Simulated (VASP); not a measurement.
**Sn: single point with BLYP+D3(BJ)**

Sn:

```
Sn
1.0
     0.00000    3.29746    3.29746
     3.29746    0.00000    3.29746
     3.29746    3.29746    0.00000
Sn
2
Direct
  0.75000 0.75000 0.75000
  0.50000 0.50000 0.50000
```

```
Program             : VASP 6.6.1
Task                : single point
Functional          : BLYP
Dispersion          : D3(BJ)
Potentials or basis : VASP PAW PBE potentials, release 64 (Sn_d)
Cutoff              : 520 eV
k mesh              : 7 × 7 × 7
Occupations         : fermi-dirac, width 0.05 eV
Spin                : no spin polarisation
```

- Pressure: 0.0 GPa
- Band gap on the k mesh: zero (band 14 reaches 5.66 eV, above the bottom of band 15 at 5.49 eV)
- Dispersion energy per atom: -0.690 eV

Levels at points of the mesh, in eV from the Fermi level:
```tsv
k point	band 10	band 11	band 12	band 13	band 14	band 15	band 16	band 17	band 18	band 19
(0.00, 0.00, 0.00)	-21.12	-10.21	-1.04	0.19	0.19	0.19	2.26	2.26	2.26	5.35
```

Wall time 25 s on 1 thread of Intel(R) Xeon(R) Platinum 8559C (Emerald Rapids), with other jobs on the host, peak memory 0.21 GiB.

Caveat: the PAW data sets were made with another functional, which shifts forces and pressure a little; spin-orbit coupling is left out, which moves the levels of the heavy elements; pairwise dispersion overbinds metals, which lowers pressure and volume.
